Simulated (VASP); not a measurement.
# CaS (Fm-3m) in VASP: a series of runs, part 2 of 2

VASP 6.6.1. Earlier steps stand in the parts before.

## 4. Single point, LDA

Contents of INCAR:

```
PREC = Accurate
ENCUT = 500
EDIFF = 1E-6
ISMEAR = 0
SIGMA = 0.01
LREAL = False
LASPH = True
NELM = 120
ALGO = Normal
ISIF = 2
LWAVE = False
LCHARG = False
GGA = CA
NBANDS = 15
GGA_COMPAT = False
```

Contents of KPOINTS:

```
Automatic mesh
0
Gamma
  4 4 4
```

Contents of POSCAR:

```
CaS
1.0
    0.0000000000      2.8479451006      2.8479451006
    2.8479451006      0.0000000000      2.8479451006
    2.8479451006      2.8479451006      0.0000000000
Ca S
1 1
Direct
    0.0000000000      0.0000000000      0.0000000000
    0.5000000000      0.5000000000      0.5000000000
```

Potentials or basis: VASP PAW LDA potentials, release 64 (Ca_sv, S).

Launch:

```bash
$ cat potpaw_LDA.64/Ca_sv/POTCAR potpaw_LDA.64/S/POTCAR > POTCAR
$ mpirun -np 1 vasp_std > vasp.out
```

Wall time 3.5 s (1 thread of Intel Xeon Platinum 8559C (Emerald Rapids), shared host); peak memory 0.14 GiB.

The run converged. Its results:

```yaml
Free_energy: -11.3832 eV
Pressure: -3.8 GPa
Band_gap_on_the_k_mesh: 2.13 eV, indirect (least direct gap 2.95 eV)
```

Levels at points of the mesh, in eV from the valence-band top:
```tsv
k point	band 5	band 6	band 7	band 8	band 9	band 10	band 11	band 12
(0.00, 0.00, 0.00)	-11.29	0.00	0.00	0.00	3.87	3.95	3.95	3.95
(0.50, 0.00, 0.00)	-10.45	-3.18	-1.20	-1.20	5.01	5.87	6.00	6.00
(0.50, 0.50, 0.00)	-10.65	-2.32	-0.82	-0.82	2.13	5.45	5.75	6.61
```

Caveat: the k points lie up to 0.48 Å⁻¹ apart. A k mesh can miss the band edges.

## 5. Single point, PBE

Contents of INCAR:

```
PREC     = Accurate       # precision mode
ENCUT    = 500            # plane-wave cutoff, eV
EDIFF    = 1E-6           # SCF threshold, eV
ISMEAR   = 0              # smearing method
SIGMA    = 0.01           # smearing width, eV
LREAL    = F              # projectors in reciprocal space
LASPH    = T              # aspherical terms in the spheres
NELM     = 120            # most SCF steps
ALGO     = Normal         # electronic algorithm
ISIF     = 2              # what is computed and relaxed
LWAVE    = F              # write WAVECAR
LCHARG   = T              # write CHGCAR
GGA      = PE             # functional
LELF     = T              # ELF
LVHAR    = T            
NBANDS   = 15             # bands
GGA_COMPAT= F
```

Contents of KPOINTS:

```
regular mesh
0
Gamma
  6 6 6
```

POSCAR is that of step 4.

Potentials or basis: VASP PAW PBE potentials, release 64 (Ca_sv, S).

Launch:

```bash
$ cat potpaw_PBE.64/Ca_sv/POTCAR potpaw_PBE.64/S/POTCAR > POTCAR
$ mpirun -np 1 vasp_std > vasp.out
```

It took 6.9 s on 1 thread of Intel Xeon Platinum 8559C (Emerald Rapids), shared host; peak memory 0.16 GiB.

It converged, with:

| Property | Result |
| --- | --- |
| Free energy | -10.3633 eV |
| Pressure | 0.6 GPa |
| Band gap on the k mesh | 2.36 eV, indirect (least direct gap 3.16 eV) |

Levels at points of the mesh, in eV from the valence-band top:
```csv
k point,band 4,band 5,band 6,band 7,band 8,band 9,band 10,band 11,band 12,band 13
"(0.00, 0.00, 0.00)",-20.18,-11.32,0.00,0.00,0.00,4.14,4.16,4.16,4.16,4.76
"(0.50, 0.00, 0.00)",-20.19,-10.51,-3.09,-1.16,-1.16,5.22,6.06,6.20,6.20,8.14
"(0.50, 0.50, 0.00)",-20.23,-10.70,-2.27,-0.81,-0.81,2.36,5.60,6.02,6.77,6.79
```

## 6. Single point, r2SCAN

POSCAR is that of step 5.

Contents of INCAR.step1:

```
SYSTEM = CaS
PREC     = Accurate       ! precision mode
ENCUT    = 550            ! plane-wave cutoff, eV
ISMEAR   = 0              ! smearing method
SIGMA    = 0.01           ! smearing width, eV
LREAL    = .FALSE.        ! projectors in reciprocal space
LASPH    = .TRUE.         ! aspherical terms in the spheres
NELM     = 120            ! most SCF steps
NBANDS   = 15             ! bands
GGA      = PE             ! functional
ALGO     = Normal         ! electronic algorithm
EDIFF    = 1E-5           ! SCF threshold, eV
LWAVE    = .TRUE.         ! write WAVECAR
LCHARG   = .FALSE.        ! write CHGCAR
GGA_COMPAT= .FALSE.
```

Contents of INCAR.step2:

```
SYSTEM = CaS
PREC     = Accurate       ! precision mode
ENCUT    = 550            ! plane-wave cutoff, eV
EDIFF    = 1E-6           ! SCF threshold, eV
ISMEAR   = 0              ! smearing method
SIGMA    = 0.01           ! smearing width, eV
LREAL    = .FALSE.        ! projectors in reciprocal space
LASPH    = .TRUE.         ! aspherical terms in the spheres
NELM     = 120            ! most SCF steps
ALGO     = Normal         ! electronic algorithm
ISIF     = 2              ! what is computed and relaxed
LWAVE    = .FALSE.        ! write WAVECAR
LCHARG   = .TRUE.         ! write CHGCAR
METAGGA  = R2SCAN         ! meta-GGA
LMIXTAU  = .TRUE.       
LELF     = .TRUE.         ! ELF
LVHAR    = .TRUE.       
NBANDS   = 15             ! bands
ISTART   = 1            
GGA_COMPAT= .FALSE.
```

Contents of KPOINTS:

```
Automatic mesh
0
G
  4 4 4
  0 0 0
```

Potentials or basis: VASP PAW PBE potentials, release 64 (Ca_sv, S).

Launch:

```bash
$ cat potpaw_PBE.64/Ca_sv/POTCAR potpaw_PBE.64/S/POTCAR > POTCAR
$ cp INCAR.step1 INCAR
$ mpirun -np 1 vasp_std > vasp.out
$ cp INCAR.step2 INCAR
$ mpirun -np 1 vasp_std > vasp.out
```

It took 20 s on 1 thread of Intel Xeon Platinum 8559C (Emerald Rapids), shared host; peak memory 0.18 GiB.

It converged, with:

```
Free energy            : -19.9330 eV
Pressure               : 0.4 GPa
Band gap on the k mesh : 2.80 eV, indirect (least direct gap 3.62 eV)
```

Levels at points of the mesh, in eV from the valence-band top:
```
           k point  band 4  band 5  band 6  band 7  band 8  band 9  band 10  band 11  band 12  band 13
(0.00, 0.00, 0.00)  -20.83  -11.79    0.00    0.00    0.00    4.66     4.66     4.66     4.92     5.30
(0.50, 0.00, 0.00)  -20.84  -10.96   -3.11   -1.16   -1.16    5.78     6.68     6.81     6.81     8.82
(0.50, 0.50, 0.00)  -20.88  -11.15   -2.31   -0.83   -0.83    2.80     6.17     6.77     7.40     7.40
```

Caveat: the k points lie up to 0.48 Å⁻¹ apart; the PAW data sets were made with another functional, which shifts forces and pressure a little.

## 7. Single point, HSE06

POSCAR is that of step 6.

Contents of INCAR.step1:

```
SYSTEM = CaS
  PREC = Accurate
  ENCUT = 400
  EDIFF = 1E-5
  ISMEAR = 0
  SIGMA = 0.01
  LREAL = .False.
  LASPH = .True.
  NELM = 120
  ALGO = Normal
  ISIF = 2
  LWAVE = .True.
  LCHARG = .False.
  GGA = PE
  NBANDS = 15
  GGA_COMPAT = .False.
```

Contents of INCAR.step2:

```
SYSTEM = CaS
  PREC = Accurate
  ENCUT = 400
  EDIFF = 1E-6
  ISMEAR = 0
  SIGMA = 0.01
  LREAL = .False.
  LASPH = .True.
  NELM = 120
  ALGO = Normal
  ISIF = 2
  LWAVE = .False.
  LCHARG = .False.
  GGA = PE
  LHFCALC = .True.
  HFSCREEN = 0.2079
  PRECFOCK = Normal
  ISTART = 1
  NBANDS = 15
  GGA_COMPAT = .False.
```

Contents of KPOINTS:

```
regular mesh
0
Gamma
  4 4 4
  0 0 0
```

Launch:

```bash
$ cat potpaw_PBE.64/Ca_sv/POTCAR potpaw_PBE.64/S/POTCAR > POTCAR
$ cp INCAR.step1 INCAR
$ mpirun -np 1 vasp_std > vasp.out
$ cp INCAR.step2 INCAR
$ mpirun -np 1 vasp_std > vasp.out
```

Run time: 2.1 min. Hardware: 1 thread of Intel Xeon Platinum 8559C (Emerald Rapids), shared host; peak memory 0.26 GiB.

It converged, with:

```yaml
Free_energy: -11.6501 eV
Pressure: 0.3 GPa
Band_gap_on_the_k_mesh: 3.40 eV, indirect (least direct gap 4.31 eV)
```

Levels at points of the mesh, in eV from the valence-band top:
```
           k point  band 5  band 6  band 7  band 8  band 9  band 10  band 11  band 12
(0.00, 0.00, 0.00)  -12.50    0.00    0.00    0.00    5.18     5.48     5.48     5.48
(0.50, 0.00, 0.00)  -11.59   -3.38   -1.22   -1.22    6.18     7.66     7.90     7.90
(0.50, 0.50, 0.00)  -11.79   -2.54   -0.90   -0.90    3.40     7.11     7.14     8.50
```

Caveat: the k points lie up to 0.48 Å⁻¹ apart; the PAW data sets were made with another functional, which shifts forces and pressure a little.

## 8. Overview

```csv
level,potentials or basis,k mesh,cutoff (eV),grid for exact exchange (PRECFOCK),screening parameter,gap on the mesh (eV),pressure (GPa)
PBE,"VASP PAW PBE potentials, release 64 (Ca_sv, S)",4 × 4 × 4,500,-,-,2.35,0.7
LDA,"VASP PAW LDA potentials, release 64 (Ca_sv, S)",4 × 4 × 4,500,-,-,2.13,-3.8
PBE,"VASP PAW PBE potentials, release 64 (Ca_sv, S)",6 × 6 × 6,500,-,-,2.36,0.6
r2SCAN,"VASP PAW PBE potentials, release 64 (Ca_sv, S)",4 × 4 × 4,550,-,-,2.80,0.4
HSE06,"VASP PAW PBE potentials, release 64 (Ca_sv, S)",4 × 4 × 4,400,Normal,0.2079 1/Å,3.40,0.3
```

Alike in all rows: task single point; no spin polarisation; cell as given; smearing gaussian 0.01 eV.

Caveats: some runs use coarse meshes; the PAW data sets were made with another functional, which shifts forces and pressure a little (some runs).

Absolute energies hang on the potentials; compare differences alone.
